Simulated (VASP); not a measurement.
# Au (Fm-3m) in VASP: notebook

Au is run at these levels: PBE; tasks: single point, relaxation of cell and atoms.

All numbers are computed with VASP 6.6.1; they aren't measurements. Logs are shortened: lines on timing, memory, paths and dates and some standing lists are left out, and cuts for length are marked.

### 1 The cell of the first run

It takes space group Fm-3m (No. 225, cubic). Conventional cell: a = 4.199 Å, b = 4.199 Å, c = 4.199 Å, α = 90.00°, β = 90.00°, γ = 90.00°. Within 3.9 Å of Au (site symmetry m-3m) lie 12 Au at 2.97 Å.

### 2 Single point, PBE (18.51 Å³/atom)

Input file INCAR:

```
PREC     = Accurate       # precision mode
ENCUT    = 520            # plane-wave cutoff, eV
EDIFF    = 1E-6           # SCF threshold, eV
ISMEAR   = 0              # smearing method
SIGMA    = 0.1            # smearing width, eV
LREAL    = False          # projectors in reciprocal space
LASPH    = True           # aspherical terms in the spheres
NELM     = 60             # most SCF steps
ALGO     = Normal         # electronic algorithm
ISIF     = 2              # what is computed and relaxed
LWAVE    = False          # write WAVECAR
LCHARG   = False          # write CHGCAR
GGA      = PE             # functional
NBANDS   = 12             # bands
```

Input file KPOINTS:

```
regular mesh
0
Gamma
  24 24 24
```

Input file POSCAR:

```
Au
1.0
    0.0000000000      2.0996891369      2.0996891369
    2.0996891369      0.0000000000      2.0996891369
    2.0996891369      2.0996891369      0.0000000000
Au
1
Direct
    0.0000000000      0.0000000000      0.0000000000
```

Potentials or basis: VASP PAW PBE potentials, release 64 (Au).

Launch:

```bash
$ cat potpaw_PBE.64/Au/POTCAR > POTCAR
$ mpirun -np 1 vasp_std > vasp.out
```

OUTCAR:

```text
PREC = Accurate
   ENCUT = 520
   EDIFF = 1E-6
   ISMEAR = 0
   LREAL = False
   LASPH = True
   NELM = 60
   ISIF = 2
   GGA = PE

 ion  position               nearest neighbor table
   1  0.000  0.000  0.000-

  LATTYP: Found a face centered cubic cell.
 ALAT       =     4.1993782738

  Lattice vectors:

 A1 = (   0.0000000000,   2.0996891369,   2.0996891369)
 A2 = (   2.0996891369,   0.0000000000,   2.0996891369)
 A3 = (   2.0996891369,   2.0996891369,   0.0000000000)

Analysis of symmetry for initial positions (statically):
=====================================================================
 Subroutine PRICEL returns:
 Original cell was already a primitive cell.

 Routine SETGRP: Setting up the symmetry group for a
 face centered cubic supercell.

 Subroutine GETGRP returns: Found 48 space group operations
 (whereof 48 operations were pure point group operations)
 out of a pool of 48 trial point group operations.

The static configuration has the point symmetry O_h .

Analysis of symmetry for dynamics (positions and initial velocities):
=====================================================================
 Subroutine PRICEL returns:
 Original cell was already a primitive cell.

 Routine SETGRP: Setting up the symmetry group for a
 face centered cubic supercell.

 Subroutine GETGRP returns: Found 48 space group operations
 (whereof 48 operations were pure point group operations)
 out of a pool of 48 trial point group operations.

The dynamic configuration has the point symmetry O_h .

 Subroutine INISYM returns: Found 48 space group operations
 (whereof 48 operations are pure point group operations),
 and found     1 'primitive' translations

----------------------------------------------------------------------------------------

                                     Primitive cell

  volume of cell :      18.5138

  direct lattice vectors                    reciprocal lattice vectors
     0.000000000  2.099689137  2.099689137    -0.238130489  0.238130489  0.238130489
     2.099689137  0.000000000  2.099689137     0.238130489 -0.238130489  0.238130489
     2.099689137  2.099689137  0.000000000     0.238130489  0.238130489 -0.238130489

  length of vectors
     2.969408854  2.969408854  2.969408854     0.412454105  0.412454105  0.412454105

  position of ions in fractional coordinates (direct lattice)
     0.000000000  0.000000000  0.000000000

  ion indices of the primitive-cell ions
[... 74 lines left out ...]
   EDIFF  = 0.1E-05   stopping-criterion for ELM
   LREAL  =      F    real-space projection
[... 7 lines left out ...]
   TEBEG  =    0.0;   TEEND  =   0.0 temperature during run
   PSTRESS=    0.0 pullay stress
   NELECT =      11.0000    total number of electrons
   NUPDOWN=      -1.0000    fix difference up-down
   EMIN   =  10.00;   EMAX   =-10.00  energy-range for DOS
   EFERMI =   0.00;   METHOD = LEGACY
   ISMEAR =     0;   SIGMA  =   0.10  broadening in eV -4-tet -1-fermi 0-gaus
   EFERMI_NEDOS =   21; number of points for ismear=-14 and -15
   IALGO  =     38    algorithm
   IMIX   =      4    mixing-type and parameters
     AMIX     =   0.40;   BMIX     =  1.00
     AMIX_MAG =   1.60;   BMIX_MAG =  1.00
  volume/ion in A,a.u.               =      18.51       124.94
  Fermi-wavevector in a.u.,A,eV,Ry     =   1.376282  2.600796 25.771500  1.894152
  Thomas-Fermi vector in A             =   2.501541
   LORBIT       =      0    0 simple, 1 ext, 2 COOP (PROOUT), +10 PAW based schemes
   GGA     = PE    functional components
   LHFCALC =     F    Hartree Fock is set to
   AEXX    =    0.0000 exact exchange contribution
   IVDW    =     0    specifies the selected vdW correction
   LEPSILON=     F    determine dielectric tensor
   LRPA    =     F    only Hartree local field effects (RPA)
 non-spin polarized calculation
 Gauss-broadening in eV      SIGMA  =   0.10
  energy-cutoff  :      520.00
  volume of cell :       18.51
 maximum number of plane-waves:       531
 NGX is ok and might be reduce to    24
   NGX = 11   NGY = 11   NGZ = 11

 number of electron      10.9999999 magnetization

 Free energy of the ion-electron system (eV)
  ---------------------------------------------------
  ext. energy  EPLUGINS =         0.00000000
  ---------------------------------------------------
  free energy    TOTEN  =        -3.21521659 eV

  energy without entropy =       -3.21403685  energy(sigma->0) =       -3.21462672

 E-fermi :   8.1527     XC(G=0): -12.2249

 val. band max:        8.1193063599   @ k =   0.5000   0.3333   0.1250
 cond. band min:       8.1551032421   @ k =   0.4583   0.3333   0.0000
 fundamental gap:      0.0357968823
 Fermi energy:         8.1526607356

 k-point     1 :       0.0000    0.0000    0.0000
  band No.  band energies     occupation
      1      -0.8576      2.00000
      2       3.8827      2.00000
      3       3.8827      2.00000
      4       3.8827      2.00000
      5       5.1899      2.00000
      6       5.1899      2.00000
      7      22.7560      0.00000
      8      26.2774      0.00000
      9      26.2774      0.00000
     10      26.2774      0.00000
     11      30.9291      0.00000
     12      34.7237      0.00000
[... 331 lines left out ...]
 k-point    24 :       0.4583    0.0417    0.0000
  band No.  band energies     occupation
      1       1.6012      2.00000
      2       3.8471      2.00000
      3       3.9111      2.00000
      4       5.8322      2.00000
      5       6.2041      2.00000
      6       7.1631      2.00000
      7      11.7244      0.00000
      8      22.3221      0.00000
      9      24.5237      0.00000
     10      24.7403      0.00000
     11      31.7448      0.00000
     12      31.8648      0.00000

 [... further k-points ...]

------------------------ aborting loop because EDIFF is reached ----------------------------------------

  FORCE on cell =-STRESS in cart. coord.  units (eV):
  Direction    XX          YY          ZZ          XY          YZ          ZX
  --------------------------------------------------------------------------------------
  -------------------------------------------------------------------------------------
  Total       -0.4613264     -0.4613264     -0.4613264      0.0000000      0.0000000     -0.0000000
  in kB      -39.9230650    -39.9230650    -39.9230650      0.0000000      0.0000000     -0.0000000
  external PRESSURE =     -39.9230650 kB  Pullay stress =       0.0000000 kB

 VOLUME and BASIS-vectors are now :
 -----------------------------------------------------------------------------
  energy-cutoff  :      520.00
  volume of cell :       18.51
      direct lattice vectors                 reciprocal lattice vectors
     0.000000000  2.099689137  2.099689137    -0.238130489  0.238130489  0.238130489
     2.099689137  0.000000000  2.099689137     0.238130489 -0.238130489  0.238130489
     2.099689137  2.099689137  0.000000000     0.238130489  0.238130489 -0.238130489

 POSITION                                       TOTAL-FORCE (eV/Angst)
 -----------------------------------------------------------------------------------
      0.00000      0.00000      0.00000         0.000000      0.000000      0.000000
 -----------------------------------------------------------------------------------
    total drift:                               -0.000000      0.000000     -0.000000

  FREE ENERGIE OF THE ION-ELECTRON SYSTEM (eV)
  ---------------------------------------------------
  free  energy   TOTEN  =        -3.2152165892 eV

  energy  without entropy=       -3.2140368527  energy(sigma->0) =       -3.21462672
```

OSZICAR:

```text
N       E                     dE             d eps       ncg     rms          rms(c)
DAV:   1     0.484116460712E+02    0.48412E+02   -0.54926E+03 10384   0.806E+02
DAV:   2    -0.278702948535E+01   -0.51199E+02   -0.48116E+02 11624   0.182E+02
DAV:   3    -0.347151420471E+01   -0.68448E+00   -0.68389E+00 11896   0.203E+01
DAV:   4    -0.347391596962E+01   -0.24018E-02   -0.24017E-02 11864   0.139E+00
DAV:   5    -0.347393514309E+01   -0.19173E-04   -0.19173E-04 12132   0.120E-01    0.725E+00
DAV:   6    -0.323015589992E+01    0.24378E+00   -0.71763E-01 10732   0.671E+00    0.483E+00
DAV:   7    -0.321686093794E+01    0.13295E-01   -0.45854E-02 11888   0.172E+00    0.255E+00
DAV:   8    -0.321522131935E+01    0.16396E-02   -0.91252E-04 10968   0.250E-01    0.220E-01
DAV:   9    -0.321521013603E+01    0.11183E-04   -0.71090E-06 12184   0.217E-02    0.224E-02
DAV:  10    -0.321521669320E+01   -0.65572E-05   -0.37244E-06 11556   0.191E-02    0.343E-03
DAV:  11    -0.321521658922E+01    0.10398E-06   -0.75708E-08  6436   0.211E-03
   1 F= -.32152166E+01 E0= -.32146267E+01  d E =-.117974E-02
```

Run time: 58 s. Hardware: 1 thread of Intel Xeon 8259CL, shared host; peak memory 0.22 GiB.

What came out:

- Free energy: -3.2152 eV
- Pressure: -4.0 GPa
- Band gap on the k mesh: zero (an odd number of electrons rules out a gap without spin polarisation)

Caveat: the cell stands under tension; spin-orbit coupling is left out, which moves the levels of the heavy elements.

### 3 Single point, PBE (19.05 Å³/atom)

This run uses another cell than the first one, of 19.05 Å³/atom.

Input file INCAR:

```
ALGO = Normal
EDIFF = 1E-6
ENCUT = 520
GGA = PE
ISIF = 2
ISMEAR = 0
LASPH = T
LCHARG = F
LREAL = F
LWAVE = F
NBANDS = 12
NELM = 80
PREC = Accurate
SIGMA = 0.1
```

Input file KPOINTS:

```
k-points
0
Gamma
  24 24 24
```

Input file POSCAR:

```
Au
1.0
    0.0000000000      2.1198796941      2.1198796941
    2.1198796941      0.0000000000      2.1198796941
    2.1198796941      2.1198796941      0.0000000000
Au
1
Direct
    0.0000000000      0.0000000000      0.0000000000
```

Potentials or basis: VASP PAW PBE potentials, release 64 (Au).

Launch:

```bash
$ cat potpaw_PBE.64/Au/POTCAR > POTCAR
$ mpirun -np 1 vasp_std > vasp.out
```

It took 59 s on 1 thread of Intel Xeon 8259CL, shared host; peak memory 0.22 GiB.

The run converged. Its results:

- Free energy: -3.1969 eV
- Pressure: -7.0 GPa
- Band gap on the k mesh: zero (an odd number of electrons rules out a gap without spin polarisation)

Levels at points of the mesh, in eV from the Fermi level:
| k point | band 3 | band 4 | band 5 | band 6 | band 7 | band 8 | band 9 | band 10 |
| --- | --- | --- | --- | --- | --- | --- | --- | --- |
| (0.00, 0.00, 0.00) | -4.14 | -4.14 | -2.89 | -2.89 | 14.62 | 17.97 | 17.97 | 17.97 |
| (0.50, 0.00, 0.00) | -4.16 | -1.91 | -1.91 | -0.45 | 2.51 | 14.05 | 16.28 | 16.28 |
| (0.50, 0.50, 0.00) | -1.95 | -1.64 | -1.64 | 1.33 | 4.93 | 9.68 | 9.68 | 16.03 |

Caveat: the cell stands under tension; spin-orbit coupling is left out, which moves the levels of the heavy elements.

### 4 Single point, PBE (19.59 Å³/atom)

This run uses another cell than the first one, of 19.59 Å³/atom.

Input file INCAR:

```
SYSTEM = Au
PREC = Accurate
ENCUT = 520
EDIFF = 1E-7
ISMEAR = 0
SIGMA = 0.1
LREAL = .FALSE.
LASPH = .TRUE.
NELM = 100
ALGO = Normal
ISIF = 2
LWAVE = .FALSE.
LCHARG = .FALSE.
GGA = PE
NBANDS = 12
```

Input file KPOINTS:

```
Automatic mesh
0
G
  24 24 24
  0 0 0
```

Input file POSCAR:

```
Au
1.0
    0.0000000000      2.1396928023      2.1396928023
    2.1396928023      0.0000000000      2.1396928023
    2.1396928023      2.1396928023      0.0000000000
Au
1
Direct
    0.0000000000      0.0000000000      0.0000000000
```

Launch:

```bash
$ cat potpaw_PBE.64/Au/POTCAR > POTCAR
$ mpirun -np 1 vasp_std > vasp.out
```

Run time: 62 s. Hardware: 1 thread of Intel Xeon 8259CL, shared host; peak memory 0.22 GiB.

The run converged. Its results:

```
Free energy            : -3.1692 eV
Pressure               : -9.5 GPa
Band gap on the k mesh : zero (an odd number of electrons rules out a gap without spin polarisation)
```

Levels at points of the mesh, in eV from the Fermi level:
```tsv
k point	band 3	band 4	band 5	band 6	band 7	band 8	band 9	band 10
(0.00, 0.00, 0.00)	-4.01	-4.01	-2.83	-2.83	14.62	17.82	17.82	17.82
(0.50, 0.00, 0.00)	-4.03	-1.89	-1.89	-0.33	2.39	14.05	16.06	16.06
(0.50, 0.50, 0.00)	-1.93	-1.64	-1.64	1.40	4.73	9.60	9.60	15.75
```

Caveat: the cell stands under tension; spin-orbit coupling is left out, which moves the levels of the heavy elements.

[end of part 1 of 2]

The gap in the log of VASP goes by the Fermi energy; the results here count the filled bands.